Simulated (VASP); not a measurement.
Here is a VASP 6.6.1 calculation.

Contents of INCAR:

```
SYSTEM = Si7Ge
PREC = Accurate ; ENCUT = 520
EDIFF = 1E-6 ; ISMEAR = 0
SIGMA = 0.03 ; LREAL = .FALSE.
LASPH = .TRUE. ; NELM = 60
ALGO = Normal ; ISIF = 2
LWAVE = .FALSE. ; LCHARG = .FALSE.
GGA = PS ; NBANDS = 31
```

Contents of KPOINTS:

```
Automatic mesh
0
G
  6 6 6
  0 0 0
```

POSCAR

```
Si7Ge
1.0
    5.4591768100      0.0000000000      0.0000000000
    0.0000000000      5.4591768100      0.0000000000
    0.0000000000      0.0000000000      5.5956562302
Si Ge
7 1
Direct
    0.2525976818      0.2525976818      0.2525976818
    0.0000000000      0.5000000000      0.5000000000
    0.5000000000      0.5000000000      0.0000000000
    0.5000000000      0.0000000000      0.5000000000
    0.7474023182      0.2525976818      0.7474023182
    0.7474023182      0.7474023182      0.2525976818
    0.2525976818      0.7474023182      0.7474023182
    0.0000000000      0.0000000000      0.0000000000
```

Potentials or basis: VASP PAW PBE potentials, release 64 (Si, Ge_d).

The run is started by

```console
$ cat potpaw_PBE.64/Si/POTCAR potpaw_PBE.64/Ge_d/POTCAR > POTCAR
$ mpirun -np 1 vasp_std > vasp.out
```

Task: Estimate the band gap on the k mesh.

Result: 0.25 eV.

Task: What does it give for the largest force?

Result: 0.009 eV/Å.

Task: What does it give for the pressure?

Result: -2.1 GPa.

Forces in eV/Å, atoms in the order of the input:
```
Si   0.000  0.000 -0.009
Si   0.000  0.000  0.000
Si   0.000  0.000  0.000
Si   0.000  0.000  0.000
Si   0.000  0.000  0.009
Si   0.000  0.000 -0.009
Si   0.000  0.000  0.009
Ge   0.000  0.000  0.000
```

Caveat: the cell differs from its parent crystal (strain +0.000 along x and y, +0.025 along z); the PAW data sets were made with another functional, which shifts forces and pressure a little. A k mesh can miss the band edges.
